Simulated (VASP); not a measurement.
Input of a VASP 6.6.1 run:

INCAR

```
PREC     = Accurate       # precision mode
ENCUT    = 520            # plane-wave cutoff, eV
EDIFF    = 1E-6           # SCF threshold, eV
ISMEAR   = 0              # smearing method
SIGMA    = 0.05           # smearing width, eV
LREAL    = False          # projectors in reciprocal space
LASPH    = True           # aspherical terms in the spheres
NELM     = 80             # most SCF steps
ALGO     = Normal         # electronic algorithm
ISIF     = 2              # what is computed and relaxed
LWAVE    = False          # write WAVECAR
LCHARG   = False          # write CHGCAR
GGA      = PE             # functional
NBANDS   = 28             # bands
```

Contents of KPOINTS:

```
Automatic mesh
0
Gamma
  8 8 8
```

Contents of POSCAR:

```
BaTiO3
1.0
    4.0192501416      0.0000000000      0.0000000000
    0.0000000000      4.0192501416      0.0000000000
    0.0000000000      0.0000000000      4.0192501416
Ba Ti O
1 1 3
Direct
    0.5000000000      0.5000000000      0.5000000000
    0.0000000000      0.0000000000      0.0000000000
    0.5000000000     -0.0140744021     -0.0140744021
    0.0000000000      0.5000000000      0.0000000000
    0.0000000000      0.0000000000      0.5000000000
```

Potentials or basis: VASP PAW PBE potentials, release 64 (Ba_sv, Ti_sv, O).

Launch:

```bash
$ cat potpaw_PBE.64/Ba_sv/POTCAR potpaw_PBE.64/Ti_sv/POTCAR potpaw_PBE.64/O/POTCAR > POTCAR
$ mpirun -np 1 vasp_std > vasp.out
```

Question: Predict the band gap on the k mesh.

Answer: 1.71 eV (least direct gap 1.88 eV).

Question: Estimate the pressure.

Answer: 1.8 GPa.

Question: What does it give for the largest force?

Answer: 0.442 eV/Å.

Forces on the atoms (eV/Å):
```
Ba   0.000 -0.052 -0.052
Ti   0.000 -0.039 -0.039
O    0.000  0.313  0.313
O    0.000 -0.256  0.034
O    0.000  0.034 -0.256
```

Caveat: the cell differs from its parent crystal (atom 3 (O) moved +0.080 Å towards its neighbour atom 1 (Ba) at 2.842 Å); spin-orbit coupling is left out, which moves the levels of the heavy elements. A k mesh can miss the band edges.
